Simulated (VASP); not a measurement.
Wanted: the native input for a VASP 6.6.1 run.

```
Task                   : single point
Functional             : PBE
Potentials or basis    : VASP PAW PBE potentials, release 64 (Ga_d, As)
Cutoff                 : 520 eV
k mesh                 : 12 × 12 × 12
Occupations            : gaussian, width 0.02 eV
Spin                   : no spin polarisation
Dipole correction      : no
Further INCAR settings : ALGO = Normal; EDIFF = 1e-06; NBANDS = 16
```

The structure of GaAs lies in POSCAR:

```
GaAs
1.0
    0.0000000000      2.7100448921      2.7100448921
    2.7100448921      0.0000000000      2.7100448921
    2.7100448921      2.7100448921      0.0000000000
Ga As
1 1
Direct
    0.0000000000      0.0000000000      0.0000000000
    0.7500000000      0.7500000000      0.7500000000
```

One way to write it, as run:

INCAR

```
PREC     = Accurate       # precision mode
ENCUT    = 520            # plane-wave cutoff, eV
EDIFF    = 1E-6           # SCF threshold, eV
ISMEAR   = 0              # smearing method
SIGMA    = 0.02           # smearing width, eV
LREAL    = F              # projectors in reciprocal space
LASPH    = T              # aspherical terms in the spheres
NELM     = 80             # most SCF steps
ALGO     = Normal         # electronic algorithm
ISIF     = 2              # what is computed and relaxed
LWAVE    = F              # write WAVECAR
LCHARG   = F              # write CHGCAR
GGA      = PE             # functional
NBANDS   = 16             # bands
```

KPOINTS

```
regular mesh
0
Gamma
  12 12 12
```

Potentials or basis: VASP PAW PBE potentials, release 64 (Ga_d, As).

Command:

```console
$ cat potpaw_PBE.64/Ga_d/POTCAR potpaw_PBE.64/As/POTCAR > POTCAR
$ mpirun -np 1 vasp_std > vasp.out
```

Results of the run:

```json
{"Pressure": "16.3 GPa", "Band gap on the k mesh": "1.19 eV, indirect (least direct gap 1.52 eV)"}
```

Run time: 38 s on 1 thread of AMD EPYC 7R43 64-Core Processor (Zen 3), on a shared host, peak memory 0.16 GiB.
